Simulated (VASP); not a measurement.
## Cu3N: relaxation of cell and atoms with PBEsol

Crystal: Cu3N.

```
Cu N
1.0
     3.80700    0.00000    0.00000
     0.00000    3.80700    0.00000
     0.00000    0.00000    3.80700
Cu N
3 1
Direct
  0.50000 0.00000 0.00000
  0.00000 0.50000 0.00000
  0.00000 0.00000 0.50000
  0.00000 0.00000 0.00000
```

```yaml
Program: VASP 6.6.1
Task: relaxation of cell and atoms
Functional: PBEsol
Potentials_or_basis: VASP PAW PBE potentials, release 64 (Cu, N)
Cutoff: 600 eV
k_mesh: 8 × 8 × 8
Occupations: fermi-dirac, width 0.1 eV
Spin: no spin polarisation
Dipole_correction: no
Further_INCAR_settings: ALGO = Normal; EDIFF = 1e-07; IBRION = 2; EDIFFG = -0.01; NSW = 80; ISIF = 3
```

* Relaxed volume: 13.39 Å³/atom
* Relaxed cell: a = 3.770 Å, b = 3.770 Å, c = 3.770 Å, α = 90.00°, β = 90.00°, γ = 90.00°
* Space group after relaxing (to 0.1 Å): Pm-3m (No. 221)
* Energy gained by relaxing: 4.7 meV/atom
* Ionic steps: 3
* Pressure after relaxing: 0.0 GPa

The path:
```
step  energy change (eV)  largest force (eV/Å)  pressure (GPa)  volume (Å³)
   1              0.0000                0.0000           -3.64        55.18
   2             -0.0130                0.0000            2.16        52.71
   3             -0.0188                0.0000            0.00        53.57
```

Final structure:
```xyz
4
Lattice="3.7697 0.0000 0.0000 0.0000 3.7697 0.0000 0.0000 0.0000 3.7697" Properties=species:S:1:pos:R:3 pbc="T T T"
Cu    1.8848    0.0000    0.0000
Cu    0.0000    1.8848    0.0000
Cu    0.0000    0.0000    1.8848
N     0.0000    0.0000    0.0000
```

Levels at points of the mesh, in eV from the Fermi level:
| k point | band 15 | band 16 | band 17 | band 18 | band 19 | band 20 | band 21 | band 22 | band 23 |
| --- | --- | --- | --- | --- | --- | --- | --- | --- | --- |
| (0.00, 0.00, 0.00) | -2.54 | -1.99 | -1.99 | -1.99 | -1.94 | 1.00 | 5.31 | 5.31 | 6.54 |
| (0.50, 0.00, 0.00) | -2.53 | -2.36 | -1.99 | -1.57 | -1.57 | 1.57 | 3.26 | 6.88 | 7.16 |
| (0.50, 0.50, 0.00) | -2.62 | -2.31 | -1.20 | -1.20 | -0.81 | -0.02 | 3.60 | 4.81 | 4.81 |
| (0.50, 0.50, 0.50) | -2.03 | -2.03 | -0.08 | -0.08 | -0.08 | 0.58 | 0.58 | 0.58 | 5.99 |

It took 110 s on 1 thread of Intel(R) Xeon(R) Platinum 8488C (Sapphire Rapids), on a shared host, peak memory 0.19 GiB.

Caveat: the PAW data sets were made with another functional, which shifts forces and pressure a little.
